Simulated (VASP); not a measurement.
Input of a VASP 6.6.1 run:

File INCAR:

```
SYSTEM = Sn3S5
PREC = Accurate
ENCUT = 600
EDIFF = 1E-7
ISMEAR = 0
SIGMA = 0.2
LREAL = .FALSE.
LASPH = .TRUE.
NELM = 60
ALGO = Normal
ISIF = 3
LWAVE = .FALSE.
LCHARG = .FALSE.
GGA = PE
IBRION = 2
NSW = 36
EDIFFG = -0.08
```

The input KPOINTS:

```
regular mesh
0
G
  4 4 2
  0 0 0
```

Contents of POSCAR:

```
Sn3S5
1.0
    3.9158374500      0.0000000000      0.0000000000
    0.0000000000      3.9158374500      0.0000000000
    0.0000000000      0.0000000000     13.7240320000
Sn S
3 5
Direct
    0.5000000000      0.5000000000      0.1250000000
    0.5000000000      0.5000000000      0.8750000000
    0.0000000000      0.0000000000      0.5000000000
    0.0000000000      0.0000000000      0.2500000000
    0.0000000000      0.0000000000      0.7500000000
    0.0000000000      0.0000000000      0.0000000000
    0.5000000000      0.5000000000      0.3750000000
    0.5000000000      0.5000000000      0.6250000000
```

Potentials or basis: VASP PAW PBE potentials, release 64 (Sn_d, S).

Launch:

```bash
$ cat potpaw_PBE.64/Sn_d/POTCAR potpaw_PBE.64/S/POTCAR > POTCAR
$ mpirun -np 1 vasp_std > vasp.out
```

Q: What does it give for the band gap on the k mesh?

A: Zero (bands 36 and 37 overlap by 1.49 eV).

Q: Estimate the relaxed cell.

A: a = 3.557 Å, b = 3.557 Å, c = 13.182 Å, α = 90.00°, β = 90.00°, γ = 90.00°.

Stress tensor (GPa, compression positive):
```
0.02 0.00 0.00
0.00 0.02 0.00
0.00 0.00 0.12
```

Caveat: the k points lie up to 0.44 Å⁻¹ apart in the final cell, too coarse for converged energies and pressures of a metal; spin-orbit coupling is left out, which moves the levels of the heavy elements.
